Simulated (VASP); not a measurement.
Here is a VASP 6.6.1 calculation.

INCAR

```
  PREC = Accurate
  ENCUT = 520
  EDIFF = 1E-8
  ISMEAR = -1
  SIGMA = 0.05
  LREAL = F
  LASPH = T
  NELM = 80
  ALGO = Normal
  ISIF = 2
  LWAVE = F
  LCHARG = F
  GGA = PE
  LEFG = T
  NBANDS = 12
```

KPOINTS

```
Automatic mesh
0
Gamma
  13 13 13
```

POSCAR

```
Zr
1.0
    0.0000000000      2.2896056023      2.1873500000
    2.2896056023      0.0000000000      2.1873500000
    2.2896056023      2.2896056023      0.0000000000
Zr
1
Direct
    0.0000000000      0.0000000000      0.0000000000
```

Potentials or basis: VASP PAW PBE potentials, release 64 (Zr_sv).

Command:

```bash
$ cat potpaw_PBE.64/Zr_sv/POTCAR > POTCAR
$ mpirun -np 1 vasp_std > vasp.out
```

(1) Predict the pressure.

(2) What does it give for the band gap on the k mesh?

## Answers

(1) 1.1 GPa.

(2) zero (bands 6 and 7 overlap by 1.58 eV).

Caveat: without QUAD_EFG the Cq values of the log hold for a quadrupole moment of 1 mb, not for the nuclei.
